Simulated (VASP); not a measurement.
Here is a VASP 6.6.1 calculation.

The input INCAR:

```
SYSTEM = MnHg
ALGO = Normal ; EDIFF = 1E-6
ENCUT = 520 ; GGA = PE
ISIF = 2 ; ISMEAR = 0
ISPIN = 2 ; LASPH = .TRUE.
LCHARG = .FALSE. ; LMAXMIX = 4
LORBIT = 11 ; LREAL = .FALSE.
LWAVE = .FALSE. ; MAGMOM = 4 0
NBANDS = 24 ; NELM = 150
PREC = Accurate ; SIGMA = 0.1
```

KPOINTS

```
k-points
0
G
  6 6 6
  0 0 0
```

Contents of POSCAR:

```
MnHg
1.0
    3.2880000000      0.0000000000      0.0000000000
    0.0000000000      3.2880000000      0.0000000000
    0.0000000000      0.0000000000      3.3130000000
Mn Hg
1 1
Direct
    0.5000000000      0.5000000000      0.5000000000
    0.0000000000      0.0000000000      0.0000000000
```

Potentials or basis: VASP PAW PBE potentials, release 64 (Mn_pv, Hg).

Run with:

```sh
$ cat potpaw_PBE.64/Mn_pv/POTCAR potpaw_PBE.64/Hg/POTCAR > POTCAR
$ mpirun -np 1 vasp_std > vasp.out
```

**Question.** What does it give for the net moment?

**Answer.** 3.88 μB per cell.

**Question.** Predict the pressure.

**Answer.** 2.3 GPa.

Stress tensor (GPa, compression positive):
```
2.43 0.00 0.00
0.00 2.43 0.00
0.00 0.00 2.10
```
